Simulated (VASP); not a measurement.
# Al3Ga2N5 (an interface model) in VASP: single point with PBEsol

Aim: the single point of Al3Ga2N5 (an interface model) with PBEsol.

Program: VASP 6.6.1. These are calculated values, not measurements. Logs are shortened: lines on timing, memory, paths and dates and some standing lists are left out, and cuts for length are marked.

## 1. The cell of the first run

The cell holds layers of an interface, 20 atoms: a = 3.096 Å, b = 4.378 Å, c = 15.776 Å, α = 90.00°, β = 90.00°, γ = 90.00°.

## 2. Single point, PBEsol, collinear spin, ferromagnetic start

The input, INCAR:

```
  PREC = Accurate
  ENCUT = 520
  EDIFF = 1E-6
  ISMEAR = -1
  SIGMA = 0.05
  LREAL = False
  LASPH = True
  NELM = 200
  ALGO = Normal
  ISIF = 2
  LWAVE = False
  LCHARG = True
  ISPIN = 2
  MAGMOM = 0.4 0.4 0.4 0.4 0.4 0.4 0.4 0.4 0.4 0.4 0.4 0.4 0.4 0.4 0.4 0.4 0.4 0.4 0.4 0.4
  LORBIT = 11
  GGA = PS
  LELF = True
  LVHAR = True
  NBANDS = 80
  GGA_COMPAT = False
```

The input, KPOINTS:

```
regular mesh
0
Gamma
  4 3 1
```

The input, POSCAR:

```
Al3Ga2N5
1.0
    2.1888610000     -2.1888610000      0.0000000000
    0.0000000000      0.0000000000      4.3777220000
  -11.1550030000    -11.1550030000      0.0000000000
Al Ga N
6 4 10
Direct
    0.9751340000      0.0199420000      0.7994610000
    0.0404090000      0.9811790000      0.4160400000
    0.0246240000      0.9972760000      0.6022230000
    0.5151890000      0.5037490000      0.7112150000
    0.4770900000      0.5030440000      0.8999430000
    0.5037360000      0.4990830000      0.5075270000
    0.9685020000      0.0117190000      0.0064010000
    0.0150350000      0.0160120000      0.2112580000
    0.4948420000      0.5042210000      0.3189370000
    0.4741880000      0.4789640000      0.1028970000
    0.9865340000      0.2403650000      0.7046060000
    0.0082020000      0.2591140000      0.3065410000
    0.9697560000      0.2348850000      0.8980150000
    0.9972050000      0.2584660000      0.5074160000
    0.9758650000      0.2554680000      0.1008600000
    0.5365570000      0.7166770000      0.6044870000
    0.5364530000      0.7574110000      0.2129950000
    0.5231820000      0.7750410000      0.8000400000
    0.5042970000      0.7497590000      0.4123350000
    0.4937400000      0.7237080000      0.0007790000
```

Potentials or basis: VASP PAW PBE potentials, release 64 (Al, Ga_d, N).

The run is started by

```bash
$ cat potpaw_PBE.64/Al/POTCAR potpaw_PBE.64/Ga_d/POTCAR potpaw_PBE.64/N/POTCAR > POTCAR
$ mpirun -np 1 vasp_std > vasp.out
```

OUTCAR:

```text
PREC = Accurate
   ENCUT = 520
   EDIFF = 1E-6
   ISMEAR = -1
   LREAL = False
   LASPH = True
   NELM = 200
   ISIF = 2
   ISPIN = 2
   LORBIT = 11
   GGA = PS

 ion  position               nearest neighbor table
   1  0.975  0.020  0.799-  18 1.76  11 1.78  13 1.82  18 2.01   4 2.91   4 3.01   4 3.04   5 3.06
                             5 3.07   3 3.12   4 3.14   5 3.16   5 3.17
   2  0.040  0.981  0.416-  19 1.76  14 1.89  19 1.95  12 2.12   6 2.93   3 2.94   9 2.95   6 3.05
                             6 3.05   9 3.09   9 3.09   6 3.16
   3  0.025  0.997  0.602-  14 1.88  11 1.94  16 1.95  16 2.01   2 2.94   6 3.03   6 3.04   6 3.10
                             6 3.11   1 3.12   4 3.15   4 3.18   4 3.19   4 3.22
   4  0.515  0.504  0.711-  18 1.84  11 1.86  16 1.93  11 2.00   1 2.91   5 2.98   1 3.01   1 3.04
                             1 3.14   3 3.15   3 3.18   3 3.19   6 3.21   3 3.22
   5  0.477  0.503  0.900-  20 1.86  13 1.92  13 1.96  18 1.98   4 2.98   1 3.06   1 3.07   7 3.12
                             1 3.16   1 3.17
   6  0.504  0.499  0.508-  16 1.80  14 1.86  19 1.86  14 1.89   2 2.93   9 2.98   3 3.03   3 3.04
                             2 3.05   2 3.05   3 3.10   3 3.11   2 3.16   4 3.21
   7  0.969  0.012  0.006-  15 1.83  20 1.94  13 1.97  20 2.06   5 3.12
   8  0.015  0.016  0.211-  12 1.84  17 1.86  17 1.97  15 2.04
   9  0.495  0.504  0.319-  19 1.82  12 1.86  12 1.93  17 2.01   2 2.95   6 2.98   2 3.09   2 3.09

  10  0.474  0.479  0.103-  15 1.83  15 1.84  20 1.94  17 2.13
  11  0.987  0.240  0.705-   1 1.78   4 1.86   3 1.94   4 2.00
  12  0.008  0.259  0.307-   8 1.84   9 1.86   9 1.93   2 2.12
  13  0.970  0.235  0.898-   1 1.82   5 1.92   5 1.96   7 1.97
  14  0.997  0.258  0.507-   6 1.86   3 1.88   6 1.89   2 1.89
  15  0.976  0.255  0.101-  10 1.83   7 1.83  10 1.84   8 2.04
  16  0.537  0.717  0.604-   6 1.80   4 1.93   3 1.95   3 2.01
  17  0.536  0.757  0.213-   8 1.86   8 1.97   9 2.01  10 2.13
  18  0.523  0.775  0.800-   1 1.76   4 1.84   5 1.98   1 2.01
  19  0.504  0.750  0.412-   2 1.76   9 1.82   6 1.86   2 1.95
  20  0.494  0.724  0.001-   5 1.86  10 1.94   7 1.94   7 2.06

  LATTYP: Found a simple orthorhombic cell.
 ALAT       =     3.0955169123
 B/A-ratio  =     1.4142135624
 C/A-ratio  =     5.0962591960

  Lattice vectors:

 A1 = (   2.1888610000,  -2.1888610000,   0.0000000000)
 A2 = (   0.0000000000,   0.0000000000,   4.3777220000)
 A3 = ( -11.1550030000, -11.1550030000,   0.0000000000)

Analysis of symmetry for initial positions (statically):
=====================================================================
 Subroutine PRICEL returns:
 Original cell was already a primitive cell.

 Routine SETGRP: Setting up the symmetry group for a
 simple orthorhombic supercell.

 Subroutine GETGRP returns: Found  1 space group operations
 (whereof  1 operations were pure point group operations)
 out of a pool of  8 trial point group operations.

The static configuration has the point symmetry C_1 .

Analysis of symmetry for dynamics (positions and initial velocities):
=====================================================================
 Subroutine PRICEL returns:
 Original cell was already a primitive cell.

 Routine SETGRP: Setting up the symmetry group for a
 simple orthorhombic supercell.

 Subroutine GETGRP returns: Found  1 space group operations
 (whereof  1 operations were pure point group operations)
 out of a pool of  8 trial point group operations.

The dynamic configuration has the point symmetry C_1 .

Analysis of structural, dynamic, and magnetic symmetry:
=====================================================================
 Subroutine PRICEL returns:
 Original cell was already a primitive cell.

 Routine SETGRP: Setting up the symmetry group for a
 simple orthorhombic supercell.

 Subroutine GETGRP returns: Found  1 space group operations
 (whereof  1 operations were pure point group operations)
 out of a pool of  8 trial point group operations.

The overall configuration has the point symmetry C_1 .

 Subroutine INISYM returns: Found  1 space group operations
 (whereof  1 operations are pure point group operations),
 and found     1 'primitive' translations

----------------------------------------------------------------------------------------

                                     Primitive cell

  volume of cell :     213.7795

  direct lattice vectors                    reciprocal lattice vectors
     2.188861000 -2.188861000  0.000000000     0.228429306 -0.228429306  0.000000000
     0.000000000  0.000000000  4.377722000     0.000000000  0.000000000  0.228429306
   -11.155003000-11.155003000  0.000000000    -0.044822937 -0.044822937  0.000000000

  length of vectors
     3.095516912  4.377722000 15.775556531     0.323047823  0.228429306  0.063389206

  position of ions in fractional coordinates (direct lattice)
     0.975134000  0.019942000  0.799461000
     0.040409000  0.981179000  0.416040000
     0.024624000  0.997276000  0.602223000
     0.515189000  0.503749000  0.711215000
     0.477090000  0.503044000  0.899943000
[... 67 lines left out ...]
  0.000000  0.000000  0.000000      1.000000
  0.250000  0.000000  0.000000      2.000000
  0.500000  0.000000  0.000000      1.000000
  0.000000  0.333333  0.000000      2.000000
  0.250000  0.333333  0.000000      2.000000
  0.250000 -0.333333  0.000000      2.000000
  0.500000  0.333333  0.000000      2.000000
   k-points           NKPTS =      7   k-points in BZ     NKDIM =      7   number of bands    NBANDS=     80
   number of dos      NEDOS =    301   number of ions     NIONS =     20
   total plane-waves  NPLWV = 103680
   dimension x,y,z NGX =    24 NGY =   36 NGZ =  120
   dimension x,y,z NGXF=    48 NGYF=   72 NGZF=  240
   ions per type =               6   4  10
   NGX,Y,Z   is equivalent  to a cutoff of  12.89, 13.67, 12.65 a.u.
   NGXF,Y,Z  is equivalent  to a cutoff of  25.78, 27.34, 25.29 a.u.
 SYSTEM =  unknown system
   PREC   = accura    normal or accurate (medium, high low for compatibility)
   ISTART =      0    job   : 0-new  1-cont  2-samecut
   ICHARG =      2    charge: 1-file 2-atom 10-const
   ISPIN  =      2    spin polarized calculation?
   LNONCOLLINEAR =      F non collinear calculations
   LSORBIT =      F    spin-orbit coupling
   LASPH  =      T    aspherical Exc in radial PAW
   ENCUT  =  520.0 eV  38.22 Ry    6.18 a.u.   5.76  8.14 29.33*2*pi/ulx,y,z
   NELM   =    200;   NELMIN=  2; NELMDL= -5     # of ELM steps
   EDIFF  = 0.1E-05   stopping-criterion for ELM
   LREAL  =      F    real-space projection
   EDIFFG = 0.1E-04   stopping-criterion for IOM
   NSW    =      0    number of steps for IOM
   IBRION =     -1    ionic relax: 0-MD 1-quasi-New 2-CG
   NFREE  =      0    steps in history (QN), initial steepest desc. (CG)
   ISIF   =      2    stress and relaxation
   ISYM   =      2    0-nonsym 1-usesym 2-fastsym
   POTIM  = 0.5000    time-step for ionic-motion
   TEBEG  =    0.0;   TEEND  =   0.0 temperature during run
   PSTRESS=    0.0 pullay stress
   NELECT =     120.0000    total number of electrons
   NUPDOWN=      -1.0000    fix difference up-down
   EMIN   =  10.00;   EMAX   =-10.00  energy-range for DOS
   EFERMI =   0.00;   METHOD = LEGACY
   ISMEAR =    -1;   SIGMA  =   0.05  broadening in eV -4-tet -1-fermi 0-gaus
   EFERMI_NEDOS =   21; number of points for ismear=-14 and -15
   IALGO  =     38    algorithm
   IMIX   =      4    mixing-type and parameters
     AMIX     =   0.40;   BMIX     =  1.00
     AMIX_MAG =   1.60;   BMIX_MAG =  1.00
  volume/ion in A,a.u.               =      10.69        72.13
  Fermi-wavevector in a.u.,A,eV,Ry     =   1.350454  2.551989 24.813310  1.823727
  Thomas-Fermi vector in A             =   2.477957
   LORBIT       =     11    0 simple, 1 ext, 2 COOP (PROOUT), +10 PAW based schemes
   GGA     = PS    functional components
   LHFCALC =     F    Hartree Fock is set to
   AEXX    =    0.0000 exact exchange contribution
   IVDW    =     0    specifies the selected vdW correction
   LEPSILON=     F    determine dielectric tensor
   LRPA    =     F    only Hartree local field effects (RPA)
 spin polarized calculation
  energy-cutoff  :      520.00
  volume of cell :      213.78
 maximum number of plane-waves:      5792
 NGX is ok and might be reduce to    24
   NGX = 11   NGY = 17   NGZ = 59

 number of electron     120.0000017 magnetization       0.0003112

 Free energy of the ion-electron system (eV)
  ---------------------------------------------------
  ext. energy  EPLUGINS =         0.00000000
  ---------------------------------------------------
  free energy    TOTEN  =      -143.58181850 eV

  energy without entropy =     -143.58181850  energy(sigma->0) =     -143.58181850

 E-fermi :   7.5684     XC(G=0): -11.5164

 val. band max:        6.5342892356   @ k =   0.0000   0.0000   0.0000
 cond. band min:       8.5979746013   @ k =   0.0000   0.0000   0.0000
 fundamental gap:      2.0636853657
 Fermi energy:         7.5684441863

 spin component 1

 k-point     1 :       0.0000    0.0000    0.0000
  band No.  band energies     occupation
      1     -10.1884      1.00000
      2      -9.8477      1.00000
      3      -9.3120      1.00000
      4      -8.9423      1.00000
      5      -8.6706      1.00000
      6      -8.3421      1.00000
[... 514 lines left out ...]
     71      13.5395      0.00000
     72      13.7339      0.00000
 Fermi energy:         7.5684441863

 spin component 2

 k-point     1 :       0.0000    0.0000    0.0000
  band No.  band energies     occupation
      1     -10.1884      1.00000
      2      -9.8477      1.00000
      3      -9.3120      1.00000
      4      -8.9423      1.00000
      5      -8.6706      1.00000
      6      -8.3421      1.00000
[... 514 lines left out ...]
     71      13.5395      0.00000
     72      13.7339      0.00000
 [bands above 72 left out]

------------------------ aborting loop because EDIFF is reached ----------------------------------------

  FORCE on cell =-STRESS in cart. coord.  units (eV):
  Direction    XX          YY          ZZ          XY          YZ          ZX
  --------------------------------------------------------------------------------------
  -------------------------------------------------------------------------------------
  Total        7.8104472      7.6342266      7.9986644     -3.1659541     -4.0335157     -2.4737989
  in kB       58.5356487     57.2149577     59.9462487    -23.7273453    -30.2293132    -18.5399657
  external PRESSURE =      58.5656184 kB  Pullay stress =       0.0000000 kB

 VOLUME and BASIS-vectors are now :
 -----------------------------------------------------------------------------
  energy-cutoff  :      520.00
  volume of cell :      213.78
      direct lattice vectors                 reciprocal lattice vectors
     2.188861000 -2.188861000  0.000000000     0.228429306 -0.228429306  0.000000000
     0.000000000  0.000000000  4.377722000     0.000000000  0.000000000  0.228429306
   -11.155003000-11.155003000  0.000000000    -0.044822937 -0.044822937  0.000000000

 POSITION                                       TOTAL-FORCE (eV/Angst)
 -----------------------------------------------------------------------------------
     -6.78356    -11.05242      0.08730         0.774130     -2.223834     -1.179244
     -4.55248     -4.72938      4.29533        -0.443188      2.971179      2.297857
     -6.66390     -6.77170      4.36580        -1.115722     -0.945402     -0.724749
     -6.80593     -9.06128      2.20527         0.642054      1.726913     -0.355135
     -8.99458    -11.08315      2.20219         0.100460      0.039105     -0.146266
     -4.55886     -6.76407      2.18485        -0.269612     -0.194594     -0.689807
[... 12 lines left out ...]
     -3.49576     -5.70343      3.28224         0.257281     -2.364442      0.426520
      1.07204     -1.08942      3.16819        -0.705479      0.360883      1.268836
 -----------------------------------------------------------------------------------
    total drift:                               -0.000473      0.000469     -0.002786

  FREE ENERGIE OF THE ION-ELECTRON SYSTEM (eV)
  ---------------------------------------------------
  free  energy   TOTEN  =      -143.5818184993 eV

  energy  without entropy=     -143.5818184988  energy(sigma->0) =     -143.58181850

 total charge

# of ion       s       p       d       tot
------------------------------------------
    1        0.390   0.501   0.000   0.890
    2        0.376   0.443   0.000   0.819
    3        0.362   0.414   0.000   0.777
    4        0.370   0.441   0.000   0.812
    5        0.366   0.422   0.000   0.788
    6        0.381   0.481   0.000   0.862
[... 12 lines left out ...]
   19        1.224   2.670   0.000   3.895
   20        1.218   2.533   0.000   3.751
--------------------------------------------------
tot         17.655  32.476  40.859  90.991

 magnetization (x)

# of ion       s       p       d       tot
------------------------------------------
    1        0.000   0.000   0.000   0.000
    2        0.000   0.000   0.000   0.000
    3        0.000   0.000   0.000   0.000
    4        0.000   0.000   0.000   0.000
    5        0.000   0.000   0.000   0.000
    6        0.000   0.000   0.000   0.000
[... 12 lines left out ...]
   19       -0.000  -0.000   0.000  -0.000
   20        0.000  -0.000   0.000  -0.000
--------------------------------------------------
tot          0.000  -0.000   0.000  -0.000
```

Wall time 6.1 min (1 thread of Intel Xeon Platinum 8488C (Sapphire Rapids), shared host); peak memory 0.45 GiB.

What came out:

```
Free energy                                           : -143.5818 eV
Pressure                                              : 5.9 GPa
Largest force                                         : 3.782 eV/Å
Band gap on the k mesh                                : 2.06 eV
Net moment                                            : 0.00 μB per cell
Valence electrons inside the program's atomic spheres : Al 0.89, 0.82, 0.78, 0.81, 0.79, 0.86; Ga 11.92, 11.98, 12.05, 12.00; N 3.85, 3.77, 3.80, 3.86, 3.81, 3.70, 3.90, 3.75 (each value once)
```

Forces in eV/Å, atoms in the order of the input:
```
Al   0.774 -2.224 -1.179
Al  -0.443  2.971  2.298
Al  -1.116 -0.945 -0.725
Al   0.642  1.727 -0.355
Al   0.100  0.039 -0.146
Al  -0.270 -0.195 -0.690
Ga   1.721  0.921 -2.093
Ga   1.330  0.441 -1.081
Ga   2.846  1.646 -0.289
Ga  -0.391 -0.988  2.895
N    1.800  0.068  1.222
N   -2.330 -1.814 -0.725
N   -0.179 -0.822  1.944
N    0.861 -0.202 -1.115
N   -1.059 -1.443 -1.294
N   -0.943 -0.006  2.443
N   -0.492  1.636 -0.854
N   -2.404  1.193 -1.952
N    0.257 -2.364  0.427
N   -0.705  0.361  1.269
```

Stress tensor (GPa, compression positive):
```
 5.85 -2.37 -1.85
-2.37  5.72 -3.02
-1.85 -3.02  5.99
```

Caveat: the k points lie up to 0.51 Å⁻¹ apart; the PAW data sets were made with another functional, which shifts forces and pressure a little.
